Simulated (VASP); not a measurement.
As:

```xyz
2
Lattice="1.8620 1.0750 3.5141 -1.8620 1.0750 3.5141 0.0000 -2.1500 3.5141" Properties=species:S:1:pos:R:3 pbc="T T T"
As    0.0000    0.0000    2.3825
As    0.0000    0.0000    8.1597
```

Base run:

* Program: VASP 6.6.1
* Functional: PBE
* Potentials or basis: VASP PAW PBE potentials, release 64 (As)
* Cutoff: 520 eV
* k mesh: 7 × 7 × 7
* Occupations: fermi-dirac, width 0.05 eV
* Spin: no spin polarisation

Its results: band gap on the k mesh zero (band 5 reaches 5.79 eV, above the bottom of band 6 at 5.70 eV); pressure 6.0 GPa; largest force 0.574 eV/Å.

Task: The run is repeated on the same cell with these changes: functional from PBE to PBEsol. What comes out?

Result: Band gap on the k mesh zero (band 5 reaches 5.62 eV, above the bottom of band 6 at 5.54 eV); pressure 2.5 GPa; largest force 0.524 eV/Å.

PBEsol binds more tightly than PBE, so the same cell stands under less pressure.

Caveats: the PAW data sets were made with another functional, which shifts forces and pressure a little (some runs).
